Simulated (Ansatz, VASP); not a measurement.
# Cs: VASP beside Ansatz

```
CELL_PARAMETERS angstrom
-2.98413 2.98413 2.98413
2.98413 -2.98413 2.98413
2.98413 2.98413 -2.98413
ATOMIC_POSITIONS crystal
Cs 0.00000 0.00000 0.00000
```

Alike in both runs: task single point; functional PBE; k mesh 10 × 10 × 10; occupations gaussian, width 0.1 eV; no spin polarisation.

|  | VASP | Ansatz |
| --- | --- | --- |
| version | VASP 6.6.1 | Ansatz 0.2.0 |
| potentials or method | VASP PAW PBE potentials, release 64 (Cs_sv), cutoff 520 eV | scalar-relativistic, plane waves, PAW |
| valence electrons in the cell | 9 | 9 |

|  | VASP | Ansatz | Ansatz less VASP |
| --- | --- | --- | --- |
| gap on the k mesh at the Fermi level (eV) | none | none | - |
| pressure (GPa) | 0.2 | 0.2 | +0.01 |

A gap of «none» marks a metal or a gap that the smearing closes. With one functional, cell and mesh, what is left measures potentials, basis and numerics.

Neither program's run includes spin-orbit coupling.
